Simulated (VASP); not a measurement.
Write the native input for VASP 6.6.1 that does the following.

```
Task                   : single point
Functional             : PBE
Potentials or basis    : VASP PAW PBE potentials, release 64 (W_sv, O_h)
Cutoff                 : 1340 eV
k mesh                 : 10 × 10 × 10
Occupations            : gaussian, width 0.1 eV
Spin                   : no spin polarisation
Dipole correction      : no
Further INCAR settings : ALGO = Normal; EDIFF = 1e-06; NBANDS = 42
```

The structure of W3O4 lies in POSCAR:

```
W3O4
1.0
    4.2840644554      0.0000000000      0.0000000000
    0.0000000000      4.2840644554      0.0000000000
    0.0000000000      0.0000000000      4.2840644554
W O
3 4
Direct
    0.5000000000      0.5000000000      0.0000000000
    0.0000000000      0.5000000000      0.5000000000
    0.5000000000      0.0000000000      0.5000000000
    0.5000000000      0.5000000000      0.5000000000
    0.5000000000      0.0000000000      0.0000000000
    0.0000000000      0.5000000000      0.0000000000
    0.0000000000      0.0000000000      0.5000000000
```

The cell was generated, and may not be a known phase.

One way to write it, as run:

INCAR

```
  ALGO = Normal
  EDIFF = 1E-6
  ENCUT = 1340
  GGA = PE
  GGA_COMPAT = False
  ISIF = 2
  ISMEAR = 0
  LASPH = True
  LCHARG = False
  LREAL = False
  LWAVE = False
  NBANDS = 42
  NELM = 120
  PREC = Accurate
  SIGMA = 0.1
```

KPOINTS

```
k-points
0
Gamma
  10 10 10
```

Potentials or basis: VASP PAW PBE potentials, release 64 (W_sv, O_h).

Run with:

```console
$ cat potpaw_PBE.64/W_sv/POTCAR potpaw_PBE.64/O_h/POTCAR > POTCAR
$ mpirun -np 1 vasp_std > vasp.out
```

It gave:

The pressure is 1.5 GPa. The band gap on the k mesh is zero (bands 33 and 34 overlap by 1.62 eV).

Caveat: spin-orbit coupling is left out, which moves the levels of the heavy elements.

Run time: 7.9 min on 1 thread of Intel(R) Xeon(R) 6975P-C (Granite Rapids), on a shared host, peak memory 0.78 GiB.
